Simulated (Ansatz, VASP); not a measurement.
# One calculation of Ti, two programs

INCAR

```
  PREC = Accurate
  ENCUT = 500
  EDIFF = 1E-6
  ISMEAR = 0
  SIGMA = 0.1
  LREAL = F
  LASPH = T
  NELM = 120
  ALGO = Normal
  ISIF = 2
  LWAVE = F
  LCHARG = T
  GGA = CA
  LELF = T
  LVHAR = T
  NBANDS = 19
  GGA_COMPAT = F
```

The input KPOINTS:

```
Automatic mesh
0
Gamma
  12 12 8
```

Contents of POSCAR:

```
Ti
1.0
    2.8639728619      0.0000000000      0.0000000000
   -1.4319864310      2.4802732542      0.0000000000
    0.0000000000      0.0000000000      4.5347341912
Ti
2
Direct
    0.3333333333      0.6666666667      0.2500000000
    0.6666666667      0.3333333333      0.7500000000
```

Input for Ansatz:

```yaml
crystal:
  lattice:
    - [2.8639728619, 0.0, 0.0]
    - [-1.431986431, 2.4802732542, 0.0]
    - [0.0, 0.0, 4.5347341912]
  atoms:
    - { symbol: Ti, position: [0.3333333333, 0.6666666667, 0.25] }
    - { symbol: Ti, position: [0.6666666667, 0.3333333333, 0.75] }
basis:
  ecutwfc: 420
kpoints:
  mp_grid: { grid: [12, 12, 8] }
hamiltonian:
  xc: lda
scf:
  occupations: { method: gaussian, width: 0.1 }
output:
  forces: true
  stress: true
  eigenvalues: true
  write_density: true
  write_potential: true
  elf: true
  volumetric_format: npy
```

Alike in both runs: task single point; functional LDA; k mesh 12 × 12 × 8; occupations gaussian, width 0.1 eV; no spin polarisation.

|  | VASP | Ansatz |
| --- | --- | --- |
| version | VASP 6.6.1 | Ansatz 0.2.0 |
| potentials or method | VASP PAW LDA potentials, release 64 (Ti_sv), cutoff 500 eV | scalar-relativistic, plane waves, PAW |
| valence electrons in the cell | 24 | 24 |

Ansatz gave:

```
gap on the k mesh at the Fermi level (eV)                     : none
pressure (GPa)                                                : 0.0
traceless stress, the component that is largest in VASP (GPa) : 0.11
```

Task: Which values does VASP return?

Result: gap on the k mesh at the Fermi level (eV): none; pressure (GPa): -0.1; traceless stress, the component that is largest in VASP (GPa): 0.12.

LDA's correlation is that of Perdew and Zunger in VASP and of Perdew and Wang (1992) in Ansatz. A gap of «none» marks a metal or a gap that the smearing closes.
